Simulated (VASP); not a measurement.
# Mg6Cd2O7 (a cell with a defect) in VASP: relaxation of the atoms with PBEsol

Aim: the relaxation of the atoms of Mg6Cd2O7 (a cell with a defect) with PBEsol.

Everything below comes from runs of VASP 6.6.1. Logs are shortened: lines on timing, memory, paths and dates and some standing lists are left out, and cuts for length are marked.

## Step 1: The cell of the first run

The cell holds a defect, 15 atoms: a = 6.210 Å, b = 6.210 Å, c = 6.210 Å, α = 60.00°, β = 60.00°, γ = 60.00°.

## Step 2: Relaxation of the atoms, PBEsol

Input file INCAR:

```
SYSTEM = Mg6Cd2O7
PREC = Accurate
ENCUT = 520
EDIFF = 1E-6
ISMEAR = 0
SIGMA = 0.05
LREAL = Auto
LASPH = .True.
NELM = 80
ALGO = Normal
ISIF = 2
LWAVE = .False.
LCHARG = .False.
GGA = PS
IBRION = 2
NSW = 70
EDIFFG = -0.02
NELECT = 76.0
```

Input file KPOINTS:

```
regular mesh
0
Gamma
  4 4 4
  0 0 0
```

Input file POSCAR:

```
Mg6Cd2O7
1.0
   -4.3913357382      4.3913357382      0.0000000000
    0.0000000000      4.3913357382     -4.3913357382
   -4.3913357382      0.0000000000     -4.3913357382
Mg Cd O
6 2 7
Direct
    0.0000000000      0.5000000000      0.0000000000
    0.5000000000      0.0000000000      0.5000000000
    0.0000000000      0.0000000000      0.5000000000
    0.5000000000      0.5000000000      0.0000000000
    0.5000000000      0.0000000000      0.0000000000
    0.0000000000      0.5000000000      0.5000000000
    0.0000000000      0.0000000000      0.0000000000
    0.5000000000      0.5000000000      0.5000000000
    0.7500000000      0.2500000000      0.7500000000
    0.7500000000      0.7500000000      0.7500000000
    0.2500000000      0.2500000000      0.2500000000
    0.2500000000      0.7500000000      0.7500000000
    0.7500000000      0.2500000000      0.2500000000
    0.2500000000      0.2500000000      0.7500000000
    0.7500000000      0.7500000000      0.2500000000
```

Potentials or basis: VASP PAW PBE potentials, release 64 (Mg, Cd, O).

Run with:

```sh
cat potpaw_PBE.64/Mg/POTCAR potpaw_PBE.64/Cd/POTCAR potpaw_PBE.64/O/POTCAR > POTCAR
mpirun -np 1 vasp_std > vasp.out
```

OUTCAR:

```text
SYSTEM = Mg6Cd2O7
   PREC = Accurate
   ENCUT = 520
   EDIFF = 1E-6
   ISMEAR = 0
   LREAL = Auto
   LASPH = .True.
   NELM = 80
   ISIF = 2
   GGA = PS
   IBRION = 2
   NSW = 70
   EDIFFG = -0.02
   NELECT = 76.0

 ion  position               nearest neighbor table
   1  0.000  0.500  0.000-  10 2.20  11 2.20  12 2.20  13 2.20  14 2.20  15 2.20   4 3.11   6 3.11
                             7 3.11   3 3.11   6 3.11   8 3.11   3 3.11   5 3.11   7 3.11   4 3.11
   2  0.500  0.000  0.500-  10 2.20  11 2.20  12 2.20  13 2.20  14 2.20  15 2.20   3 3.11   5 3.11
                             8 3.11   4 3.11   5 3.11   7 3.11   4 3.11   6 3.11   8 3.11   3 3.11
   3  0.000  0.000  0.500-   9 2.20  10 2.20  11 2.20  12 2.20  13 2.20   7 3.11   2 3.11   6 3.11
                             1 3.11   5 3.11   7 3.11   1 3.11   6 3.11   8 3.11   2 3.11   5 3.11
   4  0.500  0.500  0.000-   9 2.20  10 2.20  11 2.20  12 2.20  13 2.20   8 3.11   1 3.11   5 3.11
                             2 3.11   6 3.11   8 3.11   2 3.11   5 3.11   7 3.11   1 3.11   6 3.11
   5  0.500  0.000  0.000-   9 2.20  10 2.20  11 2.20  14 2.20  15 2.20   7 3.11   2 3.11   4 3.11
                             2 3.11   3 3.11   8 3.11   1 3.11   4 3.11   8 3.11   1 3.11   3 3.11
   6  0.000  0.500  0.500-   9 2.20  10 2.20  11 2.20  14 2.20  15 2.20   8 3.11   1 3.11   3 3.11
                             1 3.11   4 3.11   7 3.11   2 3.11   3 3.11   7 3.11   2 3.11   4 3.11
   7  0.000  0.000  0.000-   9 2.20  12 2.20  13 2.20  14 2.20  15 2.20   5 3.11   1 3.11   3 3.11
                             2 3.11   3 3.11   6 3.11   1 3.11   4 3.11   6 3.11   2 3.11   4 3.11
   8  0.500  0.500  0.500-   9 2.20  12 2.20  13 2.20  14 2.20  15 2.20   6 3.11   2 3.11   4 3.11
                             1 3.11   4 3.11   5 3.11   2 3.11   3 3.11   5 3.11   1 3.11   3 3.11
   9  0.750  0.250  0.750-   3 2.20   4 2.20   5 2.20   6 2.20   7 2.20   8 2.20
  10  0.750  0.750  0.750-   1 2.20   2 2.20   3 2.20   4 2.20   5 2.20   6 2.20
  11  0.250  0.250  0.250-   1 2.20   2 2.20   3 2.20   4 2.20   5 2.20   6 2.20
  12  0.250  0.750  0.750-   1 2.20   2 2.20   3 2.20   4 2.20   7 2.20   8 2.20
  13  0.750  0.250  0.250-   1 2.20   2 2.20   3 2.20   4 2.20   7 2.20   8 2.20
  14  0.250  0.250  0.750-   1 2.20   2 2.20   5 2.20   6 2.20   7 2.20   8 2.20
  15  0.750  0.750  0.250-   1 2.20   2 2.20   5 2.20   6 2.20   7 2.20   8 2.20

  LATTYP: Found a face centered cubic cell.
 ALAT       =     8.7826714764

  Lattice vectors:

 A1 = (  -4.3913357382,   4.3913357382,   0.0000000000)
 A2 = (   0.0000000000,   4.3913357382,  -4.3913357382)
 A3 = (  -4.3913357382,   0.0000000000,  -4.3913357382)

Analysis of symmetry for initial positions (statically):
=====================================================================
 Subroutine PRICEL returns:
 Original cell was already a primitive cell.

 Routine SETGRP: Setting up the symmetry group for a
 face centered cubic supercell.

 Subroutine GETGRP returns: Found 16 space group operations
 (whereof  8 operations were pure point group operations)
 out of a pool of 48 trial point group operations.

The static configuration has the point symmetry C_4v.
 The point group associated with its full space group is D_4h.

Analysis of symmetry for dynamics (positions and initial velocities):
[... 130 lines left out ...]
   IBRION =      2    ionic relax: 0-MD 1-quasi-New 2-CG
   NFREE  =      1    steps in history (QN), initial steepest desc. (CG)
   ISIF   =      2    stress and relaxation
   ISYM   =      2    0-nonsym 1-usesym 2-fastsym
   POTIM  = 0.5000    time-step for ionic-motion
   TEBEG  =    0.0;   TEEND  =   0.0 temperature during run
   PSTRESS=    0.0 pullay stress
   NELECT =      76.0000    total number of electrons
   NUPDOWN=      -1.0000    fix difference up-down
   EMIN   =  10.00;   EMAX   =-10.00  energy-range for DOS
   EFERMI =   0.00;   METHOD = LEGACY
   ISMEAR =     0;   SIGMA  =   0.05  broadening in eV -4-tet -1-fermi 0-gaus
   EFERMI_NEDOS =   21; number of points for ismear=-14 and -15
   IALGO  =     38    algorithm
   IMIX   =      4    mixing-type and parameters
     AMIX     =   0.40;   BMIX     =  1.00
     AMIX_MAG =   1.60;   BMIX_MAG =  1.00
  volume/ion in A,a.u.               =      11.29        76.19
  Fermi-wavevector in a.u.,A,eV,Ry     =   1.253351  2.368490 21.373240  1.570889
  Thomas-Fermi vector in A             =   2.387208
   LORBIT       =      0    0 simple, 1 ext, 2 COOP (PROOUT), +10 PAW based schemes
   GGA     = PS    functional components
   LHFCALC =     F    Hartree Fock is set to
   AEXX    =    0.0000 exact exchange contribution
   IVDW    =     0    specifies the selected vdW correction
   LEPSILON=     F    determine dielectric tensor
   LRPA    =     F    only Hartree local field effects (RPA)
 conjugate gradient relaxation of ions
 non-spin polarized calculation
 Gauss-broadening in eV      SIGMA  =   0.05
  energy-cutoff  :      520.00
  volume of cell :      169.36
 maximum number of plane-waves:      4584
 NGX is ok and might be reduce to    48
   NGX = 23   NGY = 23   NGZ = 23

--------------------------------------- Ionic step        1  -------------------------------------------

 number of electron      75.9999987 magnetization

 Free energy of the ion-electron system (eV)
  ---------------------------------------------------
  ext. energy  EPLUGINS =         0.00000000
  ---------------------------------------------------
  free energy    TOTEN  =       -87.97694367 eV

  energy without entropy =      -87.96862048  energy(sigma->0) =      -87.97278207

------------------------ aborting loop because EDIFF is reached ----------------------------------------

  FORCE on cell =-STRESS in cart. coord.  units (eV):
  Direction    XX          YY          ZZ          XY          YZ          ZX
  --------------------------------------------------------------------------------------
  -------------------------------------------------------------------------------------
  Total      -22.6593574    -16.6467990    -16.6467990     -0.0000000     -0.0000000     -0.0000000
  in kB     -214.3572859   -157.4785461   -157.4785461     -0.0000000     -0.0000000     -0.0000000
  external PRESSURE =    -176.4381260 kB  Pullay stress =       0.0000000 kB
[... 281 lines left out ...]
--------------------------------------- Ionic step        7  -------------------------------------------

 number of electron      75.9999985 magnetization

 Free energy of the ion-electron system (eV)
  ---------------------------------------------------
  ext. energy  EPLUGINS =         0.00000000
  ---------------------------------------------------
  free energy    TOTEN  =       -88.77472048 eV

  energy without entropy =      -88.77120678  energy(sigma->0) =      -88.77296363

 E-fermi :   3.1764     XC(G=0): -10.8622

 val. band max:        2.9290441959   @ k =   0.2500   0.0000   0.5000
 cond. band min:       3.1885725724   @ k =   0.2500   0.0000   0.0000
 fundamental gap:      0.2595283766
 Fermi energy:         3.1763632252

 k-point     1 :       0.0000    0.0000    0.0000
  band No.  band energies     occupation
      1     -14.7801      2.00000
      2     -14.0630      2.00000
      3     -13.8747      2.00000
      4     -13.8575      2.00000
      5     -13.8575      2.00000
      6     -13.3326      2.00000
[... 668 lines left out ...]
  FREE ENERGIE OF THE ION-ELECTRON SYSTEM (eV)
  ---------------------------------------------------
  free  energy   TOTEN  =       -88.7747204787 eV

  energy  without entropy=      -88.7712067834  energy(sigma->0) =      -88.77296363

 reached required accuracy - stopping structural energy minimisation
```

CONTCAR:

```text
Mg6Cd2O7
   1.00000000000000
    -4.3913357381999996    4.3913357381999996    0.0000000000000000
     0.0000000000000000    4.3913357381999996   -4.3913357381999996
    -4.3913357381999996    0.0000000000000000   -4.3913357381999996
  Mg              Cd              O
     6     2     7
Direct
     0.0000000000000000    0.5000000000000000    0.0000000000000000
[... 20 lines left out ...]
  0.00000000E+00  0.00000000E+00  0.00000000E+00
  0.00000000E+00  0.00000000E+00  0.00000000E+00
  0.00000000E+00  0.00000000E+00  0.00000000E+00
  0.00000000E+00  0.00000000E+00  0.00000000E+00
  0.00000000E+00  0.00000000E+00  0.00000000E+00
  0.00000000E+00  0.00000000E+00  0.00000000E+00
  0.00000000E+00  0.00000000E+00  0.00000000E+00
  0.00000000E+00  0.00000000E+00  0.00000000E+00
  0.00000000E+00  0.00000000E+00  0.00000000E+00
  0.00000000E+00  0.00000000E+00  0.00000000E+00
```

It took 6.5 min on 1 thread of Intel Xeon 6975P-C (Granite Rapids), shared host; peak memory 0.37 GiB.

What came out:

```yaml
Free_energy: -88.7747 eV
Energy_gained_by_relaxing: 53.2 meV/atom
Ionic_steps: 7
Largest_force_after_relaxing: 0.010 eV/Å
```

Forces on the atoms (eV/Å):
```
Mg   0.000  0.000  0.000
Mg   0.000  0.000  0.000
Mg   0.000  0.000  0.000
Mg   0.000  0.000  0.000
Mg   0.000  0.000  0.000
Mg   0.000  0.000  0.000
Cd  -0.010  0.000  0.000
Cd   0.010  0.000  0.000
O    0.000  0.000  0.000
O    0.000  0.000  0.000
O    0.000  0.000  0.000
O    0.000  0.000  0.000
O    0.000  0.000  0.000
O    0.000  0.000  0.000
O    0.000  0.000  0.000
```

The path:
```csv
step,energy change (eV),largest force (eV/Å),pressure (GPa)
1,0.0000,2.0232,-17.64
2,-0.5807,0.8815,-15.99
3,-0.6702,1.0492,-14.97
4,-0.7599,0.5572,-15.42
5,-0.7964,0.1049,-15.86
6,-0.7976,0.0376,-16.04
7,-0.7978,0.0095,-15.99
```

Final structure:
```
Mg Cd O
1.0
    -4.39134    4.39134    0.00000
     0.00000    4.39134   -4.39134
    -4.39134    0.00000   -4.39134
Mg Cd O
6 2 7
Direct
  0.00000 0.50000 0.00000
  0.50000 0.00000 0.50000
  0.97892 0.02108 0.52108
  0.52108 0.47892 0.97892
  0.52108 0.02108 0.97892
  0.97892 0.47892 0.52108
  0.01128 0.98872 0.01128
  0.48872 0.51128 0.48872
  0.75000 0.25000 0.75000
  0.75000 0.75000 0.75000
  0.25000 0.25000 0.25000
  0.25000 0.75000 0.75000
  0.75000 0.25000 0.25000
  0.25000 0.25000 0.75000
  0.75000 0.75000 0.25000
```

Levels at points of the mesh, in eV from the Fermi level:
| k point | band 35 | band 36 | band 37 | band 38 | band 39 | band 40 | band 41 | band 42 |
| --- | --- | --- | --- | --- | --- | --- | --- | --- |
| (0.00, 0.00, 0.00) | -1.50 | -1.34 | -1.10 | -1.01 | 0.23 | 3.46 | 5.73 | 5.73 |
| (0.50, 0.00, 0.00) | -1.52 | -1.32 | -1.24 | -1.13 | 1.13 | 3.05 | 5.30 | 5.73 |
| (0.50, 0.50, 0.00) | -1.59 | -1.59 | -1.59 | -1.04 | 1.79 | 3.81 | 4.56 | 5.17 |
| (0.50, 0.00, 0.50) | -1.95 | -1.95 | -1.79 | 0.23 | 1.84 | 2.40 | 5.10 | 5.10 |

Caveat: the cell carries a net charge on a neutralising background, which shifts energy and pressure; the cell is charged against a uniform background, so pressure and absolute levels hang on convention; the PAW data sets were made with another functional, which shifts forces and pressure a little.
